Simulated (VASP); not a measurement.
Set up this calculation in VASP 6.6.1, as the native input.

```
Task                   : single point
Functional             : LDA
Potentials or basis    : VASP PAW LDA potentials, release 64 (Hf_pv, Ge_d)
Cutoff                 : 520 eV
k mesh                 : 11 × 11 × 11
Occupations            : fermi-dirac, width 0.05 eV
Spin                   : no spin polarisation
Dipole correction      : no
Further INCAR settings : ALGO = Normal; EDIFF = 1e-06; NBANDS = 19
```

The structure of HfGe (zincblende type) lies in POSCAR:

```
HfGe
1.0
    0.0000000000      2.1950074975      2.1950074975
    2.1950074975      0.0000000000      2.1950074975
    2.1950074975      2.1950074975      0.0000000000
Hf Ge
1 1
Direct
    0.0000000000      0.0000000000      0.0000000000
    0.2500000000      0.2500000000      0.2500000000
```

This cell differs from its parent crystal: volume scaled by 0.4.

The input as run:

INCAR

```
SYSTEM = HfGe
ALGO = Normal
EDIFF = 1E-6
ENCUT = 520
GGA = CA
ISIF = 2
ISMEAR = -1
LASPH = .True.
LCHARG = .False.
LREAL = .False.
LWAVE = .False.
NBANDS = 19
NELM = 60
PREC = Accurate
SIGMA = 0.05
```

KPOINTS

```
k-points
0
Gamma
  11 11 11
  0 0 0
```

Potentials or basis: VASP PAW LDA potentials, release 64 (Hf_pv, Ge_d).

Run with:

```console
$ cat potpaw_LDA.64/Hf_pv/POTCAR potpaw_LDA.64/Ge_d/POTCAR > POTCAR
$ mpirun -np 1 vasp_std > vasp.out
```

Results of the run:

```
Pressure               : 380.7 GPa
Band gap on the k mesh : zero (band 12 reaches 14.23 eV, above the bottom of band 13 at 10.66 eV)
```

Caveat: spin-orbit coupling is left out, which moves the levels of the heavy elements.

It took 7.6 s on 1 thread of Intel(R) Xeon(R) Platinum 8559C (Emerald Rapids), on a shared host, peak memory 0.14 GiB.
